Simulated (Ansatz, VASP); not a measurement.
Y in VASP and in Ansatz

```xyz
1
Lattice="-1.7683 1.7683 1.7683 1.7683 -1.7683 1.7683 1.7683 1.7683 -1.7683" Properties=species:S:1:pos:R:3 pbc="T T T"
Y     0.0000    0.0000    0.0000
```

Alike in both runs: task single point; functional PBE; k mesh 8 × 8 × 8; occupations gaussian, width 0.1 eV; no spin polarisation.

|  | VASP | Ansatz |
| --- | --- | --- |
| version | VASP 6.6.1 | Ansatz 0.2.0 |
| potentials or method | VASP PAW PBE potentials, release 64 (Y_sv), cutoff 500 eV | scalar-relativistic, plane waves, PAW |
| valence electrons in the cell | 11 | 11 |

```csv
,VASP,Ansatz,Ansatz less VASP
gap on the k mesh at the Fermi level (eV),none,none,-
pressure (GPa),26.9,27.2,+0.30
```

A gap of «none» marks a metal or a gap that the smearing closes.
